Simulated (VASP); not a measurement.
## EuS: single point with PBEsol+U

EuS:

```xyz
4
Lattice="0.0000 2.9785 2.9785 5.9570 2.9785 2.9785 5.9570 5.9570 0.0000" Properties=species:S:1:pos:R:3 pbc="T T T"
Eu    2.9785    2.9785    2.9785
Eu    5.9570    5.9570    2.9785
S     0.0000    0.0000    0.0000
S     2.9785    2.9785    0.0000
```

```
Program                : VASP 6.6.1
Task                   : single point
Functional             : PBEsol
Potentials or basis    : VASP PAW PBE potentials, release 64 (Eu, S)
Cutoff                 : 600 eV
k mesh                 : 8 × 8 × 4
Occupations            : gaussian, width 0.05 eV
Spin                   : collinear spin, antiferromagnetic start
Starting moments       : [7.0, -7.0, 0.0, 0.0] μB
Hubbard terms          : Eu f U = 6.0 eV
Dipole correction      : no
Further INCAR settings : ALGO = Normal; EDIFF = 1e-06; NBANDS = 35
```

- Pressure: -1.6 GPa
- Band gap on the k mesh: 0.65 eV
- Net moment: 0.00 μB per cell
- Site moments: Eu +6.72, -6.72; S +0.02, -0.02 μB
- Valence electrons inside the program's atomic spheres: Eu 14.85; S 3.73

Stress tensor (GPa, compression positive):
```
-1.58  0.00  0.00
 0.00 -1.68  0.00
 0.00  0.00 -1.68
```

Levels at points of the mesh, in eV from the valence-band top:
Spin up:
```csv
k point,band 20,band 21,band 22,band 23,band 24,band 25,band 26,band 27
"(0.00, 0.00, 0.00)",-0.36,-0.10,0.00,0.00,0.65,2.21,2.68,2.68
"(0.50, 0.00, 0.00)",-0.45,-0.45,-0.42,-0.42,4.10,4.21,4.69,4.81
"(0.50, 0.50, 0.00)",-0.28,-0.27,-0.27,-0.24,0.67,0.67,4.49,4.67
"(0.00, 0.00, 0.50)",-0.43,-0.40,-0.39,-0.36,3.34,3.91,3.99,4.10
"(0.50, 0.00, 0.50)",-0.44,-0.42,-0.42,-0.35,3.03,3.03,3.64,3.64
"(0.00, 0.50, 0.50)",-0.45,-0.39,-0.07,-0.07,1.22,1.79,3.30,3.81
```
Spin down:
```tsv
k point	band 21	band 22	band 23	band 24	band 25	band 26
(0.00, 0.00, 0.00)	-0.10	0.00	0.00	0.65	2.21	2.68
(0.50, 0.00, 0.00)	-0.45	-0.42	-0.42	4.10	4.21	4.69
(0.50, 0.50, 0.00)	-0.27	-0.27	-0.24	0.67	0.67	4.49
(0.00, 0.00, 0.50)	-0.40	-0.39	-0.36	3.34	3.91	3.99
(0.50, 0.00, 0.50)	-0.42	-0.42	-0.35	3.03	3.03	3.64
(0.00, 0.50, 0.50)	-0.39	-0.07	-0.07	1.22	1.79	3.30
```

Eigenvalues of the final occupation matrices:
```tsv
site	spin	trace	eigenvalues
site 1 f	1	6.82	0.97 0.97 0.97 0.97 0.98 0.98 0.98
site 1 f	2	0.01	0.00 0.00 0.00 0.00 0.00 0.00 0.00
site 2 f	1	0.01	0.00 0.00 0.00 0.00 0.00 0.00 0.00
site 2 f	2	6.82	0.97 0.97 0.97 0.97 0.98 0.98 0.98
```

It took 17 min on 1 thread of Intel(R) Xeon(R) Platinum 8259CL CPU @ 2.50GHz (Skylake/Cascade Lake), on a shared host, peak memory 0.68 GiB.

Caveat: the antiferromagnetic order is the one typed at the start, and another may lie lower; the PAW data sets were made with another functional, which shifts forces and pressure a little; spin-orbit coupling is left out, which moves the levels of the heavy elements. A k mesh can miss the band edges.
